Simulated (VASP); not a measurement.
Set up this calculation in VASP 6.6.1, as the native input.

- Task: single point
- Functional: HSE06
- Potentials or basis: VASP PAW PBE potentials, release 64 (Li_sv, Cl)
- Cutoff: 520 eV
- k mesh: 4 × 4 × 4
- Occupations: methfessel-paxton, width 0.001 eV
- Spin: no spin polarisation
- Dipole correction: no
- Grid for exact exchange (PRECFOCK): Normal
- Further INCAR settings: ALGO = Normal; EDIFF = 1e-07; NBANDS = 12
- Screening parameter: 0.2079 1/Å

The system is LiCl.

```xyz
2
Lattice="3.2711 0.0000 0.0000 0.0000 3.2711 0.0000 0.0000 0.0000 3.2711" Properties=species:S:1:pos:R:3 pbc="T T T"
Li    0.0000    0.0000    0.0000
Cl    1.6356    1.6356    1.6356
```

The input as run:

POSCAR

```
LiCl
1.0
    3.2711235777      0.0000000000      0.0000000000
    0.0000000000      3.2711235777      0.0000000000
    0.0000000000      0.0000000000      3.2711235777
Li Cl
1 1
Direct
    0.0000000000      0.0000000000      0.0000000000
    0.5000000000      0.5000000000      0.5000000000
```

INCAR.step1

```
PREC = Accurate
ENCUT = 520
EDIFF = 1E-5
ISMEAR = 1
SIGMA = 0.001
LREAL = F
LASPH = T
NELM = 60
ALGO = Normal
ISIF = 2
LWAVE = T
LCHARG = F
GGA = PE
NBANDS = 12
```

INCAR.step2

```
PREC = Accurate
ENCUT = 520
EDIFF = 1E-7
ISMEAR = 1
SIGMA = 0.001
LREAL = F
LASPH = T
NELM = 60
ALGO = Normal
ISIF = 2
LWAVE = F
LCHARG = F
GGA = PE
LHFCALC = T
HFSCREEN = 0.2079
PRECFOCK = Normal
ISTART = 1
NBANDS = 12
```

KPOINTS

```
Automatic mesh
0
Gamma
  4 4 4
```

Potentials or basis: VASP PAW PBE potentials, release 64 (Li_sv, Cl).

Command:

```bash
$ cat potpaw_PBE.64/Li_sv/POTCAR potpaw_PBE.64/Cl/POTCAR > POTCAR
$ cp INCAR.step1 INCAR
$ mpirun -np 1 vasp_std > vasp.out
$ cp INCAR.step2 INCAR
$ mpirun -np 1 vasp_std > vasp.out
```

Results of the run:

The band gap on the k mesh is 5.69 eV, indirect (least direct gap 6.44 eV).

Caveat: the k points lie up to 0.48 Å⁻¹ apart.

Wall time 110 s on 1 thread of Intel(R) Xeon(R) Platinum 8375C CPU @ 2.90GHz (Ice Lake), on a shared host, peak memory 0.24 GiB.
